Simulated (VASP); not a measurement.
Write the native input for VASP 6.6.1 that does the following.

```
Task                   : single point
Functional             : PBEsol
Dispersion             : D3(BJ)
Potentials or basis    : VASP PAW PBE potentials, release 64 (Ga_d, Sb)
Cutoff                 : 520 eV
k mesh                 : 12 × 12 × 12
Occupations            : gaussian, width 0.15 eV
Spin                   : no spin polarisation
Dipole correction      : no
Further INCAR settings : ALGO = Normal; EDIFF = 1e-07; NBANDS = 22
```

The structure of GaSb3 lies in POSCAR:

```
GaSb3
1.0
    0.0000000000      3.5855047185      3.5855047185
    3.5855047185      0.0000000000      3.5855047185
    3.5855047185      3.5855047185      0.0000000000
Ga Sb
1 3
Direct
   -0.0278900763     -0.0278900763      0.0278900763
    0.2500000000      0.2500000000      0.2500000000
    0.7500000000      0.7500000000      0.7500000000
    0.5000000000      0.5000000000      0.5000000000
```

This cell differs from its parent crystal: atom 1 (Ga) moved +0.200 Å towards its neighbour atom 4 (Sb) at 3.586 Å.

One way to write it, as run:

INCAR

```
SYSTEM = GaSb3
  PREC = Accurate
  ENCUT = 520
  EDIFF = 1E-7
  ISMEAR = 0
  SIGMA = 0.15
  LREAL = .False.
  LASPH = .True.
  NELM = 80
  ALGO = Normal
  ISIF = 2
  LWAVE = .False.
  LCHARG = .False.
  GGA = PS
  IVDW = 12
  NBANDS = 22
```

KPOINTS

```
regular mesh
0
Gamma
  12 12 12
  0 0 0
```

Potentials or basis: VASP PAW PBE potentials, release 64 (Ga_d, Sb).

The run is started by

```sh
$ cat potpaw_PBE.64/Ga_d/POTCAR potpaw_PBE.64/Sb/POTCAR > POTCAR
$ mpirun -np 1 vasp_std > vasp.out
```

Results of the run:

The pressure is 0.9 GPa and the largest force is 0.429 eV/Å. The band gap on the k mesh is zero (bands 14 and 15 overlap by 4.19 eV). The dispersion energy per atom is -0.493 eV.

Caveat: the cell differs from its parent crystal (atom 1 (Ga) moved +0.200 Å towards its neighbour atom 4 (Sb) at 3.586 Å); the PAW data sets were made with another functional, which shifts forces and pressure a little; spin-orbit coupling is left out, which moves the levels of the heavy elements.

It took 3.3 min on 1 thread of Intel(R) Xeon(R) 6975P-C (Granite Rapids), with other jobs on the host, peak memory 0.47 GiB.
